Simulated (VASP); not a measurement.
# Ni (Fm-3m) in VASP: a series of runs, part 2 of 2

VASP 6.6.1. Earlier steps stand in the parts before.

### Step 3. Single point, PBE, collinear spin, ferromagnetic start

This run uses another cell than the first one: it holds 2 atoms, not 1.

INCAR reads:

```
SYSTEM = Ni
PREC = Accurate ; ENCUT = 520
EDIFF = 1E-6 ; ISMEAR = 0
SIGMA = 0.15 ; LREAL = .FALSE.
LASPH = .TRUE. ; NELM = 150
ALGO = Normal ; ISIF = 2
LWAVE = .FALSE. ; LCHARG = .FALSE.
ISPIN = 2 ; MAGMOM = 0.75 0.75
LORBIT = 11 ; LMAXMIX = 4
GGA = PE ; NBANDS = 21
```

KPOINTS reads:

```
regular mesh
0
G
  24 24 18
  0 0 0
```

POSCAR reads:

```
Ni
1.0
    0.0000000000     -1.7592606502     -1.7592606502
    0.0000000000      1.7592606502     -1.7592606502
    3.5185213004      0.0000000000      0.0000000000
Ni
2
Direct
    0.5000000000      0.5000000000      0.5000000000
    0.0000000000      0.0000000000      0.0000000000
```

Potentials or basis: VASP PAW PBE potentials, release 64 (Ni).

Run with:

```
> cat potpaw_PBE.64/Ni/POTCAR > POTCAR
> mpirun -np 1 vasp_std > vasp.out
```

OUTCAR:

```text
SYSTEM = Ni
   PREC = Accurate
   ENCUT = 520
   EDIFF = 1E-6
   ISMEAR = 0
   LREAL = .FALSE.
   LASPH = .TRUE.
   NELM = 150
   ISIF = 2
   ISPIN = 2
   LORBIT = 11
   GGA = PE

 ion  position               nearest neighbor table
   1  0.500  0.500  0.500-   2 2.49   2 2.49   2 2.49   2 2.49   2 2.49   2 2.49   2 2.49   2 2.49

   2  0.000  0.000  0.000-   1 2.49   1 2.49   1 2.49   1 2.49   1 2.49   1 2.49   1 2.49   1 2.49

  LATTYP: Found a simple tetragonal cell.
 ALAT       =     2.4879702713
 C/A-ratio  =     1.4142135624

  Lattice vectors:

 A1 = (   0.0000000000,  -1.7592606502,  -1.7592606502)
 A2 = (   0.0000000000,   1.7592606502,  -1.7592606502)
 A3 = (   3.5185213004,   0.0000000000,   0.0000000000)

Analysis of symmetry for initial positions (statically):
=====================================================================
 Subroutine PRICEL returns following result:

  LATTYP: Found a face centered cubic cell.
 ALAT       =     3.5185213004
[... 12 lines left out ...]
 Subroutine GETGRP returns: Found 16 space group operations
 (whereof 16 operations were pure point group operations)
 out of a pool of 16 trial point group operations.

The static configuration has the point symmetry D_4h.

Analysis of symmetry for dynamics (positions and initial velocities):
=====================================================================
 Subroutine PRICEL returns following result:

  LATTYP: Found a face centered cubic cell.
 ALAT       =     3.5185213004
[... 12 lines left out ...]
 Subroutine GETGRP returns: Found 16 space group operations
 (whereof 16 operations were pure point group operations)
 out of a pool of 16 trial point group operations.

The dynamic configuration has the point symmetry D_4h.

Analysis of structural, dynamic, and magnetic symmetry:
=====================================================================
 Subroutine PRICEL returns following result:

  LATTYP: Found a face centered cubic cell.
 ALAT       =     3.5185213004
[... 12 lines left out ...]
 Subroutine GETGRP returns: Found 16 space group operations
 (whereof 16 operations were pure point group operations)
 out of a pool of 16 trial point group operations.

The overall configuration has the point symmetry D_4h.

 Subroutine INISYM returns: Found 16 space group operations
 (whereof 16 operations are pure point group operations),
 and found     2 'primitive' translations

----------------------------------------------------------------------------------------

                                     Primitive cell

  volume of cell :      10.8898

  direct lattice vectors                    reciprocal lattice vectors
    -1.759260650  0.000000000  1.759260650    -0.284210302  0.284210302  0.284210302
    -1.759260650 -1.759260650  0.000000000    -0.284210302 -0.284210302 -0.284210302
    -0.000000000 -1.759260650  1.759260650     0.284210302 -0.284210302  0.284210302

  length of vectors
     2.487970271  2.487970271  2.487970271     0.492266682  0.492266682  0.492266682

  position of ions in fractional coordinates (direct lattice)
     0.000000000  0.000000000  0.000000000

  ion indices of the primitive-cell ions
   primitive index   ion index
                 1           1

----------------------------------------------------------------------------------------

 KPOINTS: regular mesh

Automatic generation of k-mesh.
[... 62 lines left out ...]
   LSORBIT =      F    spin-orbit coupling
   LASPH  =      T    aspherical Exc in radial PAW
   ENCUT  =  520.0 eV  38.22 Ry    6.18 a.u.   4.63  4.63  6.54*2*pi/ulx,y,z
   NELM   =    150;   NELMIN=  2; NELMDL= -5     # of ELM steps
   EDIFF  = 0.1E-05   stopping-criterion for ELM
   LREAL  =      F    real-space projection
   EDIFFG = 0.1E-04   stopping-criterion for IOM
   NSW    =      0    number of steps for IOM
   IBRION =     -1    ionic relax: 0-MD 1-quasi-New 2-CG
   NFREE  =      0    steps in history (QN), initial steepest desc. (CG)
   ISIF   =      2    stress and relaxation
   ISYM   =      2    0-nonsym 1-usesym 2-fastsym
   POTIM  = 0.5000    time-step for ionic-motion
   TEBEG  =    0.0;   TEEND  =   0.0 temperature during run
   PSTRESS=    0.0 pullay stress
   NELECT =      20.0000    total number of electrons
   NUPDOWN=      -1.0000    fix difference up-down
   EMIN   =  10.00;   EMAX   =-10.00  energy-range for DOS
   EFERMI =   0.00;   METHOD = LEGACY
   ISMEAR =     0;   SIGMA  =   0.15  broadening in eV -4-tet -1-fermi 0-gaus
   EFERMI_NEDOS =   21; number of points for ismear=-14 and -15
   IALGO  =     38    algorithm
   IMIX   =      4    mixing-type and parameters
     AMIX     =   0.40;   BMIX     =  1.00
     AMIX_MAG =   1.60;   BMIX_MAG =  1.00
  volume/ion in A,a.u.               =      10.89        73.49
  Fermi-wavevector in a.u.,A,eV,Ry     =   1.591236  3.007000 34.450395  2.532033
  Thomas-Fermi vector in A             =   2.689808
   LORBIT       =     11    0 simple, 1 ext, 2 COOP (PROOUT), +10 PAW based schemes
   GGA     = PE    functional components
   LHFCALC =     F    Hartree Fock is set to
   AEXX    =    0.0000 exact exchange contribution
   IVDW    =     0    specifies the selected vdW correction
   LEPSILON=     F    determine dielectric tensor
   LRPA    =     F    only Hartree local field effects (RPA)
 spin polarized calculation
 Gauss-broadening in eV      SIGMA  =   0.15
  energy-cutoff  :      520.00
  volume of cell :       21.78
 maximum number of plane-waves:       606
 NGX is ok and might be reduce to    20

 number of electron      19.9999988 magnetization       1.2511823

 Free energy of the ion-electron system (eV)
  ---------------------------------------------------
  ext. energy  EPLUGINS =         0.00000000
  ---------------------------------------------------
  free energy    TOTEN  =       -10.96012802 eV

  energy without entropy =      -10.92058027  energy(sigma->0) =      -10.94035415

 E-fermi :   9.3607     XC(G=0): -13.2501

 val. band max:        9.3606091418   @ k =   0.4167   0.1250   0.5000
 cond. band min:       9.3608898992   @ k =   0.3333   0.0000   0.4444
 fundamental gap:      0.0002807574
 Fermi energy:         9.3606747728

 spin component 1

 k-point     1 :       0.0000    0.0000    0.0000
  band No.  band energies     occupation
      1       0.3591      1.00000
      2       4.7218      1.00000
      3       5.1746      1.00000
      4       6.9336      1.00000
      5       6.9345      1.00000
      6       6.9345      1.00000
[... 565 lines left out ...]
     20      35.2486      0.00000
     21      39.6178      0.00000

 [... further k-points ...]

 spin component 2

 k-point     1 :       0.0000    0.0000    0.0000
  band No.  band energies     occupation
      1       0.3246      1.00000
      2       5.0674      1.00000
      3       5.7887      1.00000
      4       7.6836      1.00000
      5       7.6836      1.00000
      6       7.6844      1.00000
[... 565 lines left out ...]
     20      35.2707      0.00000
     21      39.5684      0.00000

 [... further k-points ...]

------------------------ aborting loop because EDIFF is reached ----------------------------------------

  FORCE on cell =-STRESS in cart. coord.  units (eV):
  Direction    XX          YY          ZZ          XY          YZ          ZX
  --------------------------------------------------------------------------------------
  -------------------------------------------------------------------------------------
  Total        0.0019623      0.0059496      0.0059496      0.0000000      0.0000000     -0.0000000
  in kB        0.1443540      0.4376675      0.4376675      0.0000000      0.0000000     -0.0000000
  external PRESSURE =       0.3398964 kB  Pullay stress =       0.0000000 kB

 VOLUME and BASIS-vectors are now :
 -----------------------------------------------------------------------------
  energy-cutoff  :      520.00
  volume of cell :       21.78
      direct lattice vectors                 reciprocal lattice vectors
     0.000000000 -1.759260650 -1.759260650     0.000000000 -0.284210302 -0.284210302
     0.000000000  1.759260650 -1.759260650     0.000000000  0.284210302 -0.284210302
     3.518521300  0.000000000  0.000000000     0.284210302  0.000000000  0.000000000

 POSITION                                       TOTAL-FORCE (eV/Angst)
 -----------------------------------------------------------------------------------
      1.75926      0.00000     -1.75926        -0.000000      0.000000      0.000000
      0.00000      0.00000      0.00000         0.000000     -0.000000     -0.000000
 -----------------------------------------------------------------------------------
    total drift:                                0.000000      0.000000     -0.000000

  FREE ENERGIE OF THE ION-ELECTRON SYSTEM (eV)
  ---------------------------------------------------
  free  energy   TOTEN  =       -10.9601280223 eV

  energy  without entropy=      -10.9205802746  energy(sigma->0) =      -10.94035415

 total charge

# of ion       s       p       d       tot
------------------------------------------
    1        0.497   0.497   8.314   9.308
    2        0.497   0.497   8.314   9.308
--------------------------------------------------
tot          0.994   0.994  16.628  18.616

 magnetization (x)

# of ion       s       p       d       tot
------------------------------------------
    1       -0.006  -0.025   0.668   0.637
    2       -0.006  -0.025   0.668   0.637
--------------------------------------------------
tot         -0.013  -0.049   1.336   1.274
```

OSZICAR:

```text
N       E                     dE             d eps       ncg     rms          rms(c)
DAV:   1     0.972542524074E+02    0.97254E+02   -0.85276E+03 83113   0.131E+03
DAV:   2    -0.717907453207E+01   -0.10443E+03   -0.96372E+02 78250   0.235E+02
DAV:   3    -0.129366960397E+02   -0.57576E+01   -0.55314E+01 86701   0.631E+01
DAV:   4    -0.130142605143E+02   -0.77564E-01   -0.77494E-01 87430   0.681E+00
DAV:   5    -0.130166206881E+02   -0.23602E-02   -0.23601E-02 87399   0.118E+00    0.140E+01
DAV:   6    -0.116392487408E+02    0.13774E+01   -0.77074E+00 90398   0.575E+01    0.858E+00
DAV:   7    -0.109955756493E+02    0.64367E+00   -0.15709E+00 89680   0.234E+01    0.269E+00
DAV:   8    -0.109663784028E+02    0.29197E-01   -0.13567E-02109568   0.142E+00    0.133E+00
DAV:   9    -0.109613229601E+02    0.50554E-02   -0.70552E-04119065   0.355E-01    0.379E-01
DAV:  10    -0.109601928265E+02    0.11301E-02   -0.10841E-04116720   0.171E-01    0.754E-02
DAV:  11    -0.109601272565E+02    0.65570E-04   -0.44754E-05 99810   0.869E-02    0.307E-02
DAV:  12    -0.109601280223E+02   -0.76581E-06   -0.33900E-06 90580   0.261E-02
   1 F= -.10960128E+02 E0= -.10940354E+02  d E =-.395477E-01  mag=     1.2501
```

stdout:

```text
POSCAR found type information on POSCAR Ni
 POSCAR found :  1 types and       2 ions
 scaLAPACK will be used
 LDA part: xc-table for (Slater+PW92), standard interpolation
 POSCAR, INCAR and KPOINTS ok, starting setup
 FFT: planning ... GRIDC
 FFT: planning ... GRID_SOFT
 FFT: planning ... GRID
 WAVECAR not read
 entering main loop
```

Wall time 12 min (1 thread of Oxide Virtual Turin-like, shared host); peak memory 0.57 GiB.

Results:

* Free energy: -10.9601 eV
* Pressure: 0.0 GPa
* Net moment: 1.25 μB per cell
* Site moments: Ni +0.64 μB
* Valence electrons inside the program's atomic spheres: Ni 9.31
